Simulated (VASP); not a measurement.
A run of VASP 6.6.1 is set up as follows.

INCAR

```
PREC = Accurate
ENCUT = 520
EDIFF = 1E-7
ISMEAR = 0
SIGMA = 0.1
LREAL = False
LASPH = True
NELM = 60
ALGO = Normal
ISIF = 2
LWAVE = False
LCHARG = False
GGA = PE
NBANDS = 26
```

File KPOINTS:

```
Automatic mesh
0
Gamma
  4 4 4
```

The input POSCAR:

```
Hf3F
1.0
    4.0763184565      0.0000000000      0.0000000000
    0.0000000000      4.0763184565      0.0000000000
    0.0000000000      0.0000000000      4.0763184565
Hf F
3 1
Direct
    0.0000000000      0.5000000000      0.5000000000
    0.5000000000      0.0000000000      0.5000000000
    0.5000000000      0.5000000000      0.0000000000
    0.0000000000      0.0000000000      0.0000000000
```

Potentials or basis: VASP PAW PBE potentials, release 64 (Hf_pv, F).

Command:

```sh
$ cat potpaw_PBE.64/Hf_pv/POTCAR potpaw_PBE.64/F/POTCAR > POTCAR
$ mpirun -np 1 vasp_std > vasp.out
```

Question: Predict the pressure.

Answer: 18.1 GPa.

Caveat: the k points lie up to 0.39 Å⁻¹ apart; an odd number of electrons without spin polarisation forces a metal; a magnetic or distorted state may lie lower.
